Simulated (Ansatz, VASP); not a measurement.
# One calculation of Ba, two programs

```xyz
4
Lattice="4.3518 0.0000 0.0000 -1.4506 4.1029 0.0000 0.0000 0.0000 30.6596" Properties=species:S:1:pos:R:3 pbc="T T T"
Ba    0.7253    1.0257   10.0000
Ba    2.1759    3.0772   13.5532
Ba    0.7253    1.0257   17.1064
Ba    2.1759    3.0772   20.6596
```

Alike in both runs: task single point; functional PBE; k mesh 9 × 9 × 1; occupations fermi-dirac, width 0.05 eV; no spin polarisation.

```csv
,VASP,Ansatz
version,VASP 6.6.1,Ansatz 0.2.0
potentials or method,"VASP PAW PBE potentials, release 64 (Ba_sv)","PAW with Ansatz's default frozen-core files, scalar-relativistic"
plane-wave cutoff (eV),520,420
valence electrons in the cell,40,40
```

Ansatz gave:

```
rms of the force components (eV/Å) : 0.040
```

Question: What did VASP give for the same quantities?

Answer: rms of the force components (eV/Å): 0.039.

Atom by atom the forces differ by 0.002 eV/Å (rms over components). With one functional, cell and mesh, what is left measures potentials, basis and numerics.

Spin-orbit coupling is off throughout.
